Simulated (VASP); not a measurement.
# SnO2 (Pbcn) in VASP: notebook

SnO2 is run at these levels: PBE; tasks: single point.

Program: VASP 6.6.1. These are calculated values, not measurements. Logs are shortened: lines on timing, memory, paths and dates and some standing lists are left out, and cuts for length are marked.

### Step 1. The cell of the first run

It takes space group Pbcn (No. 60, orthorhombic). The conventional cell has a = 4.844 Å, b = 6.380 Å, c = 5.364 Å, α = 90.00°, β = 90.00°, γ = 90.00°. Sn (site symmetry 2) has 6 O at 2.12 to 2.26 Å within 2.8 Å. O (site symmetry 1) has 3 Sn at 2.12 to 2.26 Å and 12 O at 2.75 to 3.25 Å within 3.3 Å.

### Step 2. Single point, PBE (13.81 Å³/atom)

File INCAR:

```
SYSTEM = SnO2
ALGO = Normal
EDIFF = 1E-6
ENCUT = 520
GGA = PE
ISIF = 2
ISMEAR = 0
LASPH = .True.
LCHARG = .False.
LREAL = .False.
LWAVE = .False.
NBANDS = 64
NELM = 80
PREC = Accurate
SIGMA = 0.05
```

File KPOINTS:

```
k-points
0
Gamma
  6 6 6
  0 0 0
```

File POSCAR:

```
SnO2
1.0
    4.8435291790      0.0000000000      0.0000000000
    0.0000000000      6.3799645823      0.0000000000
    0.0000000000      0.0000000000      5.3643920414
Sn O
4 8
Direct
    0.5000000000      0.6651654903      0.7500000000
    0.0000000000      0.8348345097      0.2500000000
    0.5000000000      0.3348345097      0.2500000000
    0.0000000000      0.1651654903      0.7500000000
    0.7301204269      0.6070551965      0.0781681516
    0.2301204269      0.8929448035      0.9218318484
    0.7698795731      0.8929448035      0.5781681516
    0.2698795731      0.6070551965      0.4218318484
    0.7301204269      0.3929448035      0.5781681516
    0.2301204269      0.1070551965      0.4218318484
    0.7698795731      0.1070551965      0.0781681516
    0.2698795731      0.3929448035      0.9218318484
```

Potentials or basis: VASP PAW PBE potentials, release 64 (Sn_d, O).

Launch:

```
> cat potpaw_PBE.64/Sn_d/POTCAR potpaw_PBE.64/O/POTCAR > POTCAR
> mpirun -np 1 vasp_std > vasp.out
```

OUTCAR:

```text
SYSTEM = SnO2
   EDIFF = 1E-6
   ENCUT = 520
   GGA = PE
   ISIF = 2
   ISMEAR = 0
   LASPH = .True.
   LREAL = .False.
   NELM = 80
   PREC = Accurate

 ion  position               nearest neighbor table
   1  0.500  0.665  0.750-   5 2.12   8 2.12   7 2.16   6 2.16   9 2.26  12 2.26   3 3.41   3 3.41

   2  0.000  0.835  0.250-   6 2.12   7 2.12   5 2.16   8 2.16  10 2.26  11 2.26   4 3.41   4 3.41

   3  0.500  0.335  0.250-   9 2.12  12 2.12  11 2.16  10 2.16   5 2.26   8 2.26   1 3.41   1 3.41

   4  0.000  0.165  0.750-  10 2.12  11 2.12   9 2.16  12 2.16   6 2.26   7 2.26   2 3.41   2 3.41

   5  0.730  0.607  0.078-   1 2.12   2 2.16   3 2.26
   6  0.230  0.893  0.922-   2 2.12   1 2.16   4 2.26
   7  0.770  0.893  0.578-   2 2.12   1 2.16   4 2.26
   8  0.270  0.607  0.422-   1 2.12   2 2.16   3 2.26
   9  0.730  0.393  0.578-   3 2.12   4 2.16   1 2.26
  10  0.230  0.107  0.422-   4 2.12   3 2.16   2 2.26
  11  0.770  0.107  0.078-   4 2.12   3 2.16   2 2.26
  12  0.270  0.393  0.922-   3 2.12   4 2.16   1 2.26

  LATTYP: Found a simple orthorhombic cell.
 ALAT       =     4.8435291790
 B/A-ratio  =     1.1075378806
 C/A-ratio  =     1.3172140286

  Lattice vectors:

 A1 = (  -4.8435291790,   0.0000000000,   0.0000000000)
 A2 = (   0.0000000000,   0.0000000000,   5.3643920414)
 A3 = (   0.0000000000,   6.3799645823,   0.0000000000)

Analysis of symmetry for initial positions (statically):
=====================================================================
 Subroutine PRICEL returns:
 Original cell was already a primitive cell.

 Routine SETGRP: Setting up the symmetry group for a
 simple orthorhombic supercell.

 Subroutine GETGRP returns: Found  8 space group operations
 (whereof  2 operations were pure point group operations)
 out of a pool of  8 trial point group operations.

The static configuration has the point symmetry S_2 .
 The point group associated with its full space group is D_2h.

Analysis of symmetry for dynamics (positions and initial velocities):
=====================================================================
 Subroutine PRICEL returns:
 Original cell was already a primitive cell.

 Routine SETGRP: Setting up the symmetry group for a
 simple orthorhombic supercell.

 Subroutine GETGRP returns: Found  8 space group operations
 (whereof  2 operations were pure point group operations)
 out of a pool of  8 trial point group operations.

The dynamic configuration has the point symmetry S_2 .
 The point group associated with its full space group is D_2h.
[... 131 lines left out ...]
   NUPDOWN=      -1.0000    fix difference up-down
   EMIN   =  10.00;   EMAX   =-10.00  energy-range for DOS
   EFERMI =   0.00;   METHOD = LEGACY
   ISMEAR =     0;   SIGMA  =   0.05  broadening in eV -4-tet -1-fermi 0-gaus
   EFERMI_NEDOS =   21; number of points for ismear=-14 and -15
   IALGO  =     38    algorithm
   IMIX   =      4    mixing-type and parameters
     AMIX     =   0.40;   BMIX     =  1.00
     AMIX_MAG =   1.60;   BMIX_MAG =  1.00
  volume/ion in A,a.u.               =      13.81        93.22
  Fermi-wavevector in a.u.,A,eV,Ry     =   1.401476  2.648406 26.723684  1.964135
  Thomas-Fermi vector in A             =   2.524334
   LORBIT       =      0    0 simple, 1 ext, 2 COOP (PROOUT), +10 PAW based schemes
   GGA     = PE    functional components
   LHFCALC =     F    Hartree Fock is set to
   AEXX    =    0.0000 exact exchange contribution
   IVDW    =     0    specifies the selected vdW correction
   LEPSILON=     F    determine dielectric tensor
   LRPA    =     F    only Hartree local field effects (RPA)
 non-spin polarized calculation
 Gauss-broadening in eV      SIGMA  =   0.05
  energy-cutoff  :      520.00
  volume of cell :      165.77
 maximum number of plane-waves:      4500
   NGX = 19   NGY = 23   NGZ = 19

 number of electron     104.0000088 magnetization

 Free energy of the ion-electron system (eV)
  ---------------------------------------------------
  ext. energy  EPLUGINS =         0.00000000
  ---------------------------------------------------
  free energy    TOTEN  =       -73.30245557 eV

  energy without entropy =      -73.30164063  energy(sigma->0) =      -73.30204810

 E-fermi :   4.3642     XC(G=0): -10.5338

 val. band max:        4.3059773528   @ k =   0.0000   0.0000   0.0000
 cond. band min:       4.8583789204   @ k =   0.0000   0.1667   0.0000
 fundamental gap:      0.5524015675
 Fermi energy:         4.3641599948

 k-point     1 :       0.0000    0.0000    0.0000
  band No.  band energies     occupation
      1     -16.3722      2.00000
      2     -16.2303      2.00000
      3     -16.1799      2.00000
      4     -16.1146      2.00000
      5     -16.0122      2.00000
      6     -15.9200      2.00000
[... 1597 lines left out ...]
     63      13.6599      0.00000
     64      13.6602      0.00000

 [... further k-points ...]

------------------------ aborting loop because EDIFF is reached ----------------------------------------

  FORCE on cell =-STRESS in cart. coord.  units (eV):
  Direction    XX          YY          ZZ          XY          YZ          ZX
  --------------------------------------------------------------------------------------
  -------------------------------------------------------------------------------------
  Total      -11.4899902    -20.6480351    -12.7307019      0.0000000      0.0000000      0.0000000
  in kB     -111.0528079   -199.5669471   -123.0445080      0.0000000      0.0000000      0.0000000
  external PRESSURE =    -144.5547543 kB  Pullay stress =       0.0000000 kB

 VOLUME and BASIS-vectors are now :
 -----------------------------------------------------------------------------
  energy-cutoff  :      520.00
  volume of cell :      165.77
      direct lattice vectors                 reciprocal lattice vectors
     4.843529179  0.000000000  0.000000000     0.206461025  0.000000000  0.000000000
     0.000000000  6.379964582  0.000000000     0.000000000  0.156740682  0.000000000
     0.000000000  0.000000000  5.364392041     0.000000000  0.000000000  0.186414414

 POSITION                                       TOTAL-FORCE (eV/Angst)
 -----------------------------------------------------------------------------------
      2.42176      4.24373      4.02329        -0.000000     -0.192414     -0.000000
      0.00000      5.32621      1.34110        -0.000000      0.192414     -0.000000
      2.42176      2.13623      1.34110        -0.000000      0.192414     -0.000000
      0.00000      1.05375      4.02329        -0.000000     -0.192414     -0.000000
      3.53636      3.87299      0.41932        -0.062570      0.253479     -0.035435
      1.11460      5.69696      4.94507        -0.062570     -0.253479      0.035435
      3.72893      5.69696      3.10152         0.062570     -0.253479     -0.035435
      1.30717      3.87299      2.26287         0.062570      0.253479      0.035435
      3.53636      2.50697      3.10152        -0.062570     -0.253479     -0.035435
      1.11460      0.68301      2.26287        -0.062570      0.253479      0.035435
      3.72893      0.68301      0.41932         0.062570      0.253479     -0.035435
      1.30717      2.50697      4.94507         0.062570     -0.253479      0.035435
 -----------------------------------------------------------------------------------
    total drift:                                0.000000      0.000000     -0.000000

  FREE ENERGIE OF THE ION-ELECTRON SYSTEM (eV)
  ---------------------------------------------------
  free  energy   TOTEN  =       -73.3024555714 eV

  energy  without entropy=      -73.3016406318  energy(sigma->0) =      -73.30204810
```

OSZICAR:

```text
N       E                     dE             d eps       ncg     rms          rms(c)
DAV:   1     0.156124408328E+04    0.15612E+04   -0.48632E+04  9432   0.246E+03
DAV:   2     0.253985955084E+03   -0.13073E+04   -0.12422E+04  8656   0.776E+02
DAV:   3    -0.571589537876E+02   -0.31114E+03   -0.30248E+03  8992   0.272E+02
DAV:   4    -0.844892280619E+02   -0.27330E+02   -0.27008E+02 10248   0.884E+01
DAV:   5    -0.853192313073E+02   -0.83000E+00   -0.82730E+00  9672   0.162E+01    0.209E+01
DAV:   6    -0.731857441819E+02    0.12133E+02   -0.45658E+01 13056   0.735E+01    0.768E+00
DAV:   7    -0.733856359240E+02   -0.19989E+00   -0.50613E+00  9184   0.941E+00    0.452E+00
DAV:   8    -0.733459320595E+02    0.39704E-01   -0.91523E-01 11136   0.497E+00    0.139E+00
DAV:   9    -0.732997259246E+02    0.46206E-01   -0.21459E-01 11872   0.362E+00    0.215E-01
DAV:  10    -0.733021279188E+02   -0.24020E-02   -0.16642E-02 11096   0.914E-01    0.109E-01
DAV:  11    -0.733024597926E+02   -0.33187E-03   -0.17758E-03 12520   0.256E-01    0.528E-02
DAV:  12    -0.733024586469E+02    0.11456E-05   -0.13578E-04 10296   0.735E-02    0.231E-02
DAV:  13    -0.733024553957E+02    0.32512E-05   -0.29933E-05  9872   0.271E-02    0.359E-03
DAV:  14    -0.733024555714E+02   -0.17576E-06   -0.13149E-06  5688   0.732E-03
   1 F= -.73302456E+02 E0= -.73302048E+02  d E =-.814940E-03
```

Wall time 8.3 min (1 thread of Intel Xeon Platinum 8488C (Sapphire Rapids), shared host); peak memory 0.56 GiB.

Results:

```
Free energy            : -73.3025 eV
Pressure               : -14.5 GPa
Largest force          : 0.263 eV/Å
Band gap on the k mesh : zero (filled and empty bands touch)
```

Forces in eV/Å, atoms in the order of the input:
```
Sn   0.000 -0.192  0.000
Sn   0.000  0.192  0.000
Sn   0.000  0.192  0.000
Sn   0.000 -0.192  0.000
O   -0.063  0.253 -0.035
O   -0.063 -0.253  0.035
O    0.063 -0.253 -0.035
O    0.063  0.253  0.035
O   -0.063 -0.253 -0.035
O   -0.063  0.253  0.035
O    0.063  0.253 -0.035
O    0.063 -0.253  0.035
```

Levels at points of the mesh, in eV from the Fermi level:
| k point | band 48 | band 49 | band 50 | band 51 | band 52 | band 53 | band 54 | band 55 | band 56 | band 57 |
| --- | --- | --- | --- | --- | --- | --- | --- | --- | --- | --- |
| (0.00, 0.00, 0.00) | -0.81 | -0.68 | -0.41 | -0.11 | -0.07 | -0.06 | 4.47 | 4.52 | 5.35 | 5.66 |
| (0.50, 0.00, 0.00) | -0.97 | -0.34 | -0.34 | -0.14 | -0.14 | 2.99 | 2.99 | 3.85 | 3.85 | 7.38 |
| (0.00, 0.50, 0.00) | -1.06 | -0.81 | -0.81 | -0.10 | -0.10 | 2.49 | 2.49 | 5.05 | 5.05 | 7.37 |
| (0.50, 0.50, 0.00) | -0.68 | -0.58 | -0.58 | -0.15 | -0.15 | 3.34 | 3.34 | 4.48 | 4.48 | 7.27 |
| (0.00, 0.00, 0.50) | -0.89 | -0.39 | -0.39 | -0.17 | -0.17 | 2.93 | 2.93 | 4.67 | 4.67 | 6.72 |
| (0.50, 0.00, 0.50) | -0.93 | -0.30 | -0.30 | -0.30 | -0.30 | 3.46 | 3.46 | 3.46 | 3.46 | 7.06 |
| (0.00, 0.50, 0.50) | -1.17 | -0.29 | -0.29 | -0.29 | -0.29 | 3.88 | 3.88 | 3.88 | 3.88 | 7.66 |
| (0.50, 0.50, 0.50) | -1.09 | -0.30 | -0.30 | -0.30 | -0.30 | 3.76 | 3.76 | 3.76 | 3.76 | 7.25 |

Caveat: the stress differs along the axes, from -20 to -11 GPa; semilocal functionals underestimate gaps, and a narrow one can read as zero; spin-orbit coupling is left out, which moves the levels of the heavy elements.

### Step 3. Single point, PBE (11.35 Å³/atom)

This run uses another cell than the first one, of 11.35 Å³/atom.

File INCAR:

```
SYSTEM = SnO2
ALGO = Normal ; EDIFF = 1E-6
ENCUT = 520 ; GGA = PE
ISIF = 2 ; ISMEAR = 0
LASPH = .TRUE. ; LCHARG = .FALSE.
LREAL = .FALSE. ; LWAVE = .FALSE.
NBANDS = 64 ; NELM = 100
PREC = Accurate ; SIGMA = 0.05
```

File KPOINTS:

```
k-points
0
G
  6 6 6
  0 0 0
```

POSCAR, as its differences from that of step 2:

```diff
@@ -2,5 +2,5 @@
 1.0
-    4.8435291790      0.0000000000      0.0000000000
-    0.0000000000      6.3799645823      0.0000000000
-    0.0000000000      0.0000000000      5.3643920414
+    4.7852461638      0.0000000000      0.0000000000
+    0.0000000000      5.3694946812      0.0000000000
+    0.0000000000      0.0000000000      5.2998413943
 Sn O
```

Potentials or basis: VASP PAW PBE potentials, release 64 (Sn_d, O).

Launch:

```
> cat potpaw_PBE.64/Sn_d/POTCAR potpaw_PBE.64/O/POTCAR > POTCAR
> mpirun -np 1 vasp_std > vasp.out
```

Wall time 16 min (1 thread of Intel Xeon 8259CL, shared host); peak memory 0.48 GiB.

It converged, with:

| Property | Result |
| --- | --- |
| Free energy | -73.3927 eV |
| Pressure | 19.2 GPa |
| Largest force | 0.429 eV/Å |
| Band gap on the k mesh | 1.63 eV (least direct gap 1.64 eV) |

Forces in eV/Å, atoms in the order of the input:
```
Sn   0.000  0.429  0.000
Sn   0.000 -0.429  0.000
Sn   0.000 -0.429  0.000
Sn   0.000  0.429  0.000
O    0.007 -0.075 -0.324
O    0.007  0.075  0.324
O   -0.007  0.075 -0.324
O   -0.007 -0.075  0.324
O    0.007  0.075 -0.324
O    0.007 -0.075  0.324
O   -0.007 -0.075 -0.324
O   -0.007  0.075  0.324
```

Stress tensor (GPa, compression positive):
```
15.24  0.00  0.00
 0.00 29.09  0.00
 0.00  0.00 13.32
```

Levels at points of the mesh, in eV from the valence-band top:
```tsv
k point	band 50	band 51	band 52	band 53	band 54	band 55
(0.00, 0.00, 0.00)	-0.47	-0.02	-0.01	1.63	6.29	6.70
(0.50, 0.00, 0.00)	-0.31	-0.08	-0.08	4.81	4.81	5.36
(0.00, 0.50, 0.00)	-1.15	-0.42	-0.42	4.32	4.32	7.29
(0.50, 0.50, 0.00)	-0.80	-0.53	-0.53	5.23	5.23	6.22
(0.00, 0.00, 0.50)	-0.60	-0.04	-0.04	4.69	4.69	6.30
(0.50, 0.00, 0.50)	-0.23	-0.23	-0.23	5.21	5.21	5.21
(0.00, 0.50, 0.50)	-0.60	-0.60	-0.60	5.78	5.78	5.78
(0.50, 0.50, 0.50)	-0.69	-0.69	-0.69	5.74	5.74	5.74
```

Caveat: the stress differs along the axes, from 13 to 29 GPa; spin-orbit coupling is left out, which moves the levels of the heavy elements.

The gap in the log of VASP goes by the Fermi energy; the results here count the filled bands.